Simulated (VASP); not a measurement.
# CrCo (F-43m) in VASP: notebook

Runs on CrCo. Level: PBE. Tasks: single point, relaxation of cell and atoms.

All numbers are computed with VASP 6.6.1; they aren't measurements. Logs are shortened: lines on timing, memory, paths and dates and some standing lists are left out, and cuts for length are marked.

### 1 The cell of the first run

The structure is cubic, space group F-43m (No. 216). The conventional cell has a = 4.212 Å, b = 4.212 Å, c = 4.212 Å, α = 90.00°, β = 90.00°, γ = 90.00°. Within 2.4 Å of Cr (site symmetry -43m) lie 4 Co at 1.82 Å. Within 2.4 Å of Co (site symmetry -43m) lie 4 Cr at 1.82 Å.

### 2 Single point, PBE, collinear spin, antiferromagnetic start

Contents of INCAR:

```
SYSTEM = CrCo
PREC = Accurate ; ENCUT = 520
EDIFF = 1E-7 ; ISMEAR = 0
SIGMA = 0.1 ; LREAL = .FALSE.
LASPH = .TRUE. ; NELM = 150
ALGO = Fast ; ISIF = 2
LWAVE = .FALSE. ; LCHARG = .FALSE.
ISPIN = 2 ; MAGMOM = -3 3
LORBIT = 11 ; LMAXMIX = 4
GGA = PE ; NBANDS = 22
```

Contents of KPOINTS:

```
Automatic mesh
0
G
  8 8 8
  0 0 0
```

Contents of POSCAR:

```
CrCo
1.0
    0.0000000000      2.1057582000      2.1057582000
    2.1057582000      0.0000000000      2.1057582000
    2.1057582000      2.1057582000      0.0000000000
Cr Co
1 1
Direct
    0.0000000000      0.0000000000      0.0000000000
    0.7500000000      0.7500000000      0.7500000000
```

Potentials or basis: VASP PAW PBE potentials, release 64 (Cr_pv, Co).

Command:

```console
cat potpaw_PBE.64/Cr_pv/POTCAR potpaw_PBE.64/Co/POTCAR > POTCAR
mpirun -np 1 vasp_std > vasp.out
```

OUTCAR:

```text
SYSTEM = CrCo
   PREC = Accurate
   ENCUT = 520
   EDIFF = 1E-7
   ISMEAR = 0
   LREAL = .FALSE.
   LASPH = .TRUE.
   NELM = 150
   ISIF = 2
   ISPIN = 2
   LORBIT = 11
   GGA = PE

 ion  position               nearest neighbor table
   1  0.000  0.000  0.000-   2 1.82   2 1.82   2 1.82   2 1.82
   2  0.750  0.750  0.750-   1 1.82   1 1.82   1 1.82   1 1.82

  LATTYP: Found a face centered cubic cell.
 ALAT       =     4.2115164000

  Lattice vectors:

 A1 = (   0.0000000000,   2.1057582000,   2.1057582000)
 A2 = (   2.1057582000,   0.0000000000,   2.1057582000)
 A3 = (   2.1057582000,   2.1057582000,   0.0000000000)

Analysis of symmetry for initial positions (statically):
=====================================================================
 Subroutine PRICEL returns:
 Original cell was already a primitive cell.

 Routine SETGRP: Setting up the symmetry group for a
 face centered cubic supercell.

 Subroutine GETGRP returns: Found 24 space group operations
 (whereof 24 operations were pure point group operations)
 out of a pool of 48 trial point group operations.

The static configuration has the point symmetry T_d .

Analysis of symmetry for dynamics (positions and initial velocities):
=====================================================================
 Subroutine PRICEL returns:
 Original cell was already a primitive cell.

 Routine SETGRP: Setting up the symmetry group for a
 face centered cubic supercell.

 Subroutine GETGRP returns: Found 24 space group operations
 (whereof 24 operations were pure point group operations)
 out of a pool of 48 trial point group operations.

The dynamic configuration has the point symmetry T_d .

Analysis of structural, dynamic, and magnetic symmetry:
=====================================================================
 Subroutine PRICEL returns:
 Original cell was already a primitive cell.

 Routine SETGRP: Setting up the symmetry group for a
 face centered cubic supercell.

 Subroutine GETGRP returns: Found 24 space group operations
 (whereof 24 operations were pure point group operations)
 out of a pool of 48 trial point group operations.

The overall configuration has the point symmetry T_d .

 Subroutine INISYM returns: Found 24 space group operations
 (whereof 24 operations are pure point group operations),
 and found     1 'primitive' translations

----------------------------------------------------------------------------------------

                                     Primitive cell

  volume of cell :      18.6748

  direct lattice vectors                    reciprocal lattice vectors
     0.000000000  2.105758200  2.105758200    -0.237444166  0.237444166  0.237444166
     2.105758200  0.000000000  2.105758200     0.237444166 -0.237444166  0.237444166
     2.105758200  2.105758200  0.000000000     0.237444166  0.237444166 -0.237444166

  length of vectors
     2.977991806  2.977991806  2.977991806     0.411265360  0.411265360  0.411265360

  position of ions in fractional coordinates (direct lattice)
     0.000000000  0.000000000  0.000000000
     0.750000000  0.750000000  0.750000000

  ion indices of the primitive-cell ions
   primitive index   ion index
                 1           1
                 2           2

----------------------------------------------------------------------------------------

 KPOINTS: Automatic mesh

Automatic generation of k-mesh.
 Grid dimensions read from file:
 generate k-points for:    8    8    8

 Generating k-lattice:

  Cartesian coordinates                     Fractional coordinates (reciprocal lattice)
    -0.029680521  0.029680521  0.029680521     0.125000000  0.000000000  0.000000000
     0.029680521 -0.029680521  0.029680521     0.000000000  0.125000000  0.000000000
     0.029680521  0.029680521 -0.029680521     0.000000000  0.000000000  0.125000000

  Length of vectors
     0.051408170  0.051408170  0.051408170

  Shift w.r.t. Gamma in fractional coordinates (k-lattice)
     0.000000000  0.000000000  0.000000000

 Subroutine IBZKPT returns following result:
 ===========================================

 Found     29 irreducible k-points:

 Following reciprocal coordinates:
            Coordinates               Weight
  0.000000  0.000000  0.000000      1.000000
  0.125000  0.000000  0.000000      8.000000
  0.250000  0.000000  0.000000      8.000000
  0.375000  0.000000  0.000000      8.000000
  0.500000  0.000000  0.000000      4.000000
  0.125000  0.125000  0.000000      6.000000
[... 16 lines left out ...]
  0.500000  0.250000  0.125000     48.000000
 -0.375000  0.250000  0.125000     24.000000
 [... further k-points ...]
   k-points           NKPTS =     29   k-points in BZ     NKDIM =     29   number of bands    NBANDS=     22
   number of dos      NEDOS =    301   number of ions     NIONS =      2
   total plane-waves  NPLWV =  13824
   dimension x,y,z NGX =    24 NGY =   24 NGZ =   24
   dimension x,y,z NGXF=    48 NGYF=   48 NGZF=   48
   ions per type =               1   1
   NGX,Y,Z   is equivalent  to a cutoff of  13.40, 13.40, 13.40 a.u.
   NGXF,Y,Z  is equivalent  to a cutoff of  26.80, 26.80, 26.80 a.u.
 SYSTEM =  CrCo
   PREC   = accura    normal or accurate (medium, high low for compatibility)
   ISTART =      0    job   : 0-new  1-cont  2-samecut
   ICHARG =      2    charge: 1-file 2-atom 10-const
   ISPIN  =      2    spin polarized calculation?
   LNONCOLLINEAR =      F non collinear calculations
   LSORBIT =      F    spin-orbit coupling
   LASPH  =      T    aspherical Exc in radial PAW
   ENCUT  =  520.0 eV  38.22 Ry    6.18 a.u.   5.54  5.54  5.54*2*pi/ulx,y,z
   NELM   =    150;   NELMIN=  2; NELMDL= -5     # of ELM steps
   EDIFF  = 0.1E-06   stopping-criterion for ELM
   LREAL  =      F    real-space projection
   EDIFFG = 0.1E-05   stopping-criterion for IOM
   NSW    =      0    number of steps for IOM
   IBRION =     -1    ionic relax: 0-MD 1-quasi-New 2-CG
   NFREE  =      0    steps in history (QN), initial steepest desc. (CG)
   ISIF   =      2    stress and relaxation
   ISYM   =      2    0-nonsym 1-usesym 2-fastsym
   POTIM  = 0.5000    time-step for ionic-motion
   TEBEG  =    0.0;   TEEND  =   0.0 temperature during run
   PSTRESS=    0.0 pullay stress
   NELECT =      21.0000    total number of electrons
   NUPDOWN=      -1.0000    fix difference up-down
   EMIN   =  10.00;   EMAX   =-10.00  energy-range for DOS
   EFERMI =   0.00;   METHOD = LEGACY
   ISMEAR =     0;   SIGMA  =   0.10  broadening in eV -4-tet -1-fermi 0-gaus
   EFERMI_NEDOS =   21; number of points for ismear=-14 and -15
   IALGO  =     68    algorithm
   IMIX   =      4    mixing-type and parameters
     AMIX     =   0.40;   BMIX     =  1.00
     AMIX_MAG =   1.60;   BMIX_MAG =  1.00
  volume/ion in A,a.u.               =       9.34        63.01
  Fermi-wavevector in a.u.,A,eV,Ry     =   1.702405  3.217078 39.432148  2.898181
  Thomas-Fermi vector in A             =   2.782180
   LORBIT       =     11    0 simple, 1 ext, 2 COOP (PROOUT), +10 PAW based schemes
   GGA     = PE    functional components
   LHFCALC =     F    Hartree Fock is set to
   AEXX    =    0.0000 exact exchange contribution
   IVDW    =     0    specifies the selected vdW correction
   LEPSILON=     F    determine dielectric tensor
   LRPA    =     F    only Hartree local field effects (RPA)
 spin polarized calculation
 RMM-DIIS sequential band-by-band and
 Gauss-broadening in eV      SIGMA  =   0.10
  energy-cutoff  :      520.00
  volume of cell :       18.67
 maximum number of plane-waves:       531
 NGX is ok and might be reduce to    24
   NGX = 11   NGY = 11   NGZ = 11

 number of electron      20.9999987 magnetization       0.0005088

 number of electron      20.9999987 magnetization      -0.0000403

 Free energy of the ion-electron system (eV)
  ---------------------------------------------------
  ext. energy  EPLUGINS =         0.00000000
  ---------------------------------------------------
  free energy    TOTEN  =        -8.64534058 eV

  energy without entropy =       -8.63463787  energy(sigma->0) =       -8.63998922

 E-fermi :  13.8143     XC(G=0): -14.2674

 val. band max:       13.7535802085   @ k =   0.2500   0.0000   0.0000
 cond. band min:      13.8364157696   @ k =  -0.1250   0.1250   0.0000
 fundamental gap:      0.0828355612
 Fermi energy:        13.8143045356

 spin component 1

 k-point     1 :       0.0000    0.0000    0.0000
  band No.  band energies     occupation
      1     -29.2349      1.00000
      2     -29.2349      1.00000
      3     -29.2349      1.00000
      4       4.9889      1.00000
      5       8.4996      1.00000
      6       8.4996      1.00000
[... 14 lines left out ...]
     21      34.5228      0.00000
     22      34.5228      0.00000
[... 552 lines left out ...]
  band No.  band energies     occupation
      1     -29.3223      1.00000
      2     -29.2469      1.00000
      3     -29.2050      1.00000
      4       7.1814      1.00000
      5       7.7033      1.00000
      6       9.0993      1.00000
[... 14 lines left out ...]
     21      38.2720      0.00000
     22      40.1894      0.00000

 [... further k-points ...]

 spin component 2

 k-point     1 :       0.0000    0.0000    0.0000
  band No.  band energies     occupation
      1     -29.2350      1.00000
      2     -29.2350      1.00000
      3     -29.2350      1.00000
      4       4.9889      1.00000
      5       8.4996      1.00000
      6       8.4996      1.00000
[... 14 lines left out ...]
     21      34.5228      0.00000
     22      34.5228      0.00000
[... 552 lines left out ...]
  band No.  band energies     occupation
      1     -29.3224      1.00000
      2     -29.2470      1.00000
      3     -29.2050      1.00000
      4       7.1814      1.00000
      5       7.7033      1.00000
      6       9.0993      1.00000
[... 14 lines left out ...]
     21      38.2721      0.00000
     22      40.1899      0.00000

 [... further k-points ...]
[... 5 lines left out ...]
  --------------------------------------------------------------------------------------
  -------------------------------------------------------------------------------------
  Total       24.6260397     24.6260397     24.6260397      0.0000000     -0.0000000      0.0000000
  in kB     2112.7575369   2112.7575369   2112.7575369      0.0000000     -0.0000000      0.0000000
  external PRESSURE =    2112.7575369 kB  Pullay stress =       0.0000000 kB

 VOLUME and BASIS-vectors are now :
 -----------------------------------------------------------------------------
  energy-cutoff  :      520.00
  volume of cell :       18.67
      direct lattice vectors                 reciprocal lattice vectors
     0.000000000  2.105758200  2.105758200    -0.237444166  0.237444166  0.237444166
     2.105758200  0.000000000  2.105758200     0.237444166 -0.237444166  0.237444166
     2.105758200  2.105758200  0.000000000     0.237444166  0.237444166 -0.237444166

 POSITION                                       TOTAL-FORCE (eV/Angst)
 -----------------------------------------------------------------------------------
      0.00000      0.00000      0.00000        -0.000000      0.000000      0.000000
      3.15864      3.15864      3.15864         0.000000     -0.000000     -0.000000
 -----------------------------------------------------------------------------------
    total drift:                               -0.000001     -0.000001     -0.000001

  FREE ENERGIE OF THE ION-ELECTRON SYSTEM (eV)
  ---------------------------------------------------
  free  energy   TOTEN  =        -8.6453405758 eV

  energy  without entropy=       -8.6346378691  energy(sigma->0) =       -8.63998922

 total charge

# of ion       s       p       d       tot
------------------------------------------
    1        0.570   6.540   5.133  12.243
    2        0.872   0.780   8.049   9.701
--------------------------------------------------
tot          1.443   7.320  13.182  21.944

 magnetization (x)

# of ion       s       p       d       tot
------------------------------------------
    1       -0.000  -0.000  -0.000  -0.000
    2       -0.000  -0.000   0.000  -0.000
--------------------------------------------------
tot         -0.000  -0.000  -0.000  -0.000
```

Wall time 23 s (1 thread of Intel Xeon Platinum 8488C (Sapphire Rapids), shared host); peak memory 0.15 GiB.

Results:

| Property | Result |
| --- | --- |
| Free energy | -8.6453 eV |
| Pressure | 211.3 GPa |
| Net moment | 0.00 μB per cell |

Levels at points of the mesh, in eV from the Fermi level:
Spin up:
```tsv
k point	band 8	band 9	band 10	band 11	band 12	band 13
(0.00, 0.00, 0.00)	-3.96	-3.96	-0.28	-0.28	-0.28	3.06
(0.50, 0.00, 0.00)	-4.30	-3.91	-0.98	0.84	0.84	2.62
(0.50, 0.50, 0.00)	-2.79	-1.07	-0.53	0.26	2.89	2.89
```
Spin down:
| k point | band 7 | band 8 | band 9 | band 10 | band 11 | band 12 | band 13 | band 14 |
| --- | --- | --- | --- | --- | --- | --- | --- | --- |
| (0.00, 0.00, 0.00) | -3.96 | -3.96 | -3.96 | -0.28 | -0.28 | -0.28 | 3.06 | 3.06 |
| (0.50, 0.00, 0.00) | -4.30 | -4.30 | -3.91 | -0.98 | 0.84 | 0.84 | 2.62 | 2.62 |
| (0.50, 0.50, 0.00) | -4.22 | -2.79 | -1.07 | -0.53 | 0.26 | 2.89 | 2.89 | 3.55 |

Caveat: the starting moments collapsed, and a magnetic state may lie lower.

### 3 Single point, PBE, collinear spin, antiferromagnetic start

This run uses another cell than the first one, of 15.85 Å³/atom, 1.698 times its volume.

Contents of INCAR:

```
SYSTEM = CrCo
ALGO = Normal
EDIFF = 1E-6
ENCUT = 520
GGA = PE
ISIF = 2
ISMEAR = 0
ISPIN = 2
LASPH = .True.
LCHARG = .False.
LMAXMIX = 4
LORBIT = 11
LREAL = .False.
LWAVE = .False.
MAGMOM = -3 3
NBANDS = 22
NELM = 150
PREC = Accurate
SIGMA = 0.1
```

Contents of KPOINTS:

```
k-points
0
Gamma
  8 8 8
  0 0 0
```

Contents of POSCAR:

```
CrCo
1.0
    0.0000000000      2.5121068308      2.5121068308
    2.5121068308      0.0000000000      2.5121068308
    2.5121068308      2.5121068308      0.0000000000
Cr Co
1 1
Direct
    0.0000000000      0.0000000000      0.0000000000
    0.7500000000      0.7500000000      0.7500000000
```

Potentials or basis: VASP PAW PBE potentials, release 64 (Cr_pv, Co).

Command:

```console
cat potpaw_PBE.64/Cr_pv/POTCAR potpaw_PBE.64/Co/POTCAR > POTCAR
mpirun -np 1 vasp_std > vasp.out
```

OUTCAR:

```text
SYSTEM = CrCo
   EDIFF = 1E-6
   ENCUT = 520
   GGA = PE
   ISIF = 2
   ISMEAR = 0
   ISPIN = 2
   LASPH = .True.
   LORBIT = 11
   LREAL = .False.
   NELM = 150
   PREC = Accurate

 ion  position               nearest neighbor table
   1  0.000  0.000  0.000-   2 2.18   2 2.18   2 2.18   2 2.18
   2  0.750  0.750  0.750-   1 2.18   1 2.18   1 2.18   1 2.18

  LATTYP: Found a face centered cubic cell.
 ALAT       =     5.0242136616

  Lattice vectors:

 A1 = (   0.0000000000,   2.5121068308,   2.5121068308)
 A2 = (   2.5121068308,   0.0000000000,   2.5121068308)
 A3 = (   2.5121068308,   2.5121068308,   0.0000000000)
[... 1416 lines left out ...]

 VOLUME and BASIS-vectors are now :
 -----------------------------------------------------------------------------
  energy-cutoff  :      520.00
  volume of cell :       31.71
      direct lattice vectors                 reciprocal lattice vectors
     0.000000000  2.512106831  2.512106831    -0.199036121  0.199036121  0.199036121
     2.512106831  0.000000000  2.512106831     0.199036121 -0.199036121  0.199036121
     2.512106831  2.512106831  0.000000000     0.199036121  0.199036121 -0.199036121

 POSITION                                       TOTAL-FORCE (eV/Angst)
 -----------------------------------------------------------------------------------
      0.00000      0.00000      0.00000        -0.000000     -0.000000      0.000000
      3.76816      3.76816      3.76816         0.000000      0.000000     -0.000000
 -----------------------------------------------------------------------------------
    total drift:                                0.000000      0.000000      0.000000

  FREE ENERGIE OF THE ION-ELECTRON SYSTEM (eV)
  ---------------------------------------------------
  free  energy   TOTEN  =       -13.9528354225 eV

  energy  without entropy=      -13.9468968591  energy(sigma->0) =      -13.94986614

 total charge

# of ion       s       p       d       tot
------------------------------------------
    1        0.431   6.262   4.248  10.941
    2        0.646   0.377   7.441   8.464
--------------------------------------------------
tot          1.078   6.638  11.689  19.405

 magnetization (x)

# of ion       s       p       d       tot
------------------------------------------
    1       -0.021  -0.006  -1.352  -1.380
    2        0.029  -0.044   0.386   0.371
--------------------------------------------------
tot          0.007  -0.050  -0.966  -1.009
```

OSZICAR:

```text
N       E                     dE             d eps       ncg     rms          rms(c)
DAV:   1     0.168027514013E+03    0.16803E+03   -0.10264E+04  2600   0.110E+03
DAV:   2    -0.829727064989E+01   -0.17632E+03   -0.16645E+03  2570   0.287E+02
DAV:   3    -0.145938655255E+02   -0.62966E+01   -0.62143E+01  3050   0.673E+01
DAV:   4    -0.146696576952E+02   -0.75792E-01   -0.75772E-01  2884   0.707E+00
DAV:   5    -0.146718784339E+02   -0.22207E-02   -0.22207E-02  3118   0.123E+00    0.147E+01
DAV:   6    -0.139344052527E+02    0.73747E+00   -0.82295E+00  2926   0.326E+01    0.585E+00
DAV:   7    -0.141815246536E+02   -0.24712E+00   -0.11440E+00  3026   0.166E+01    0.673E+00
DAV:   8    -0.139530749855E+02    0.22845E+00   -0.68672E-01  3036   0.122E+01    0.265E+00
DAV:   9    -0.139527818140E+02    0.29317E-03   -0.53097E-02  3324   0.256E+00    0.112E+00
DAV:  10    -0.139529010951E+02   -0.11928E-03   -0.30119E-02  3346   0.197E+00    0.326E-01
DAV:  11    -0.139528265589E+02    0.74536E-04   -0.36334E-03  3234   0.640E-01    0.124E-01
DAV:  12    -0.139528411759E+02   -0.14617E-04   -0.31126E-04  3262   0.174E-01    0.481E-02
DAV:  13    -0.139528349499E+02    0.62260E-05   -0.51059E-05  3126   0.872E-02    0.125E-02
DAV:  14    -0.139528354225E+02   -0.47259E-06   -0.73242E-06  2820   0.210E-02
   1 F= -.13952835E+02 E0= -.13949866E+02  d E =-.593856E-02  mag=    -1.0371
```

It took 34 s on 1 thread of Intel Xeon Platinum 8488C (Sapphire Rapids), shared host; peak memory 0.18 GiB.

Results:

| Property | Result |
| --- | --- |
| Free energy | -13.9528 eV |
| Pressure | -0.2 GPa |
| Band gap on the k mesh | zero (filled and empty bands overlap) |
| Net moment | -1.04 μB per cell |
| Site moments | Cr -1.38; Co +0.37 μB |
| Valence electrons inside the program's atomic spheres | Cr 10.94; Co 8.46 |

Levels at points of the mesh, in eV from the Fermi level:
Spin up:
```tsv
k point	band 6	band 7	band 8	band 9	band 10	band 11	band 12	band 13	band 14	band 15
(0.00, 0.00, 0.00)	-2.48	-2.30	-2.30	-2.30	0.26	0.26	0.26	2.07	2.07	8.49
(0.50, 0.00, 0.00)	-2.41	-2.41	-2.28	-2.28	-0.98	0.82	0.82	1.86	1.86	3.03
(0.50, 0.50, 0.00)	-2.23	-2.23	-1.48	-1.11	-1.06	1.13	1.91	1.91	2.28	3.87
```
Spin down:
```csv
k point,band 9,band 10,band 11,band 12,band 13,band 14
"(0.00, 0.00, 0.00)",-2.33,-0.35,-0.35,-0.35,1.16,1.16
"(0.50, 0.00, 0.00)",-2.35,-1.09,0.10,0.10,1.03,1.03
"(0.50, 0.50, 0.00)",-1.34,-1.13,-0.35,1.23,1.23,2.16
```

(Continued in part 2 of 2.)
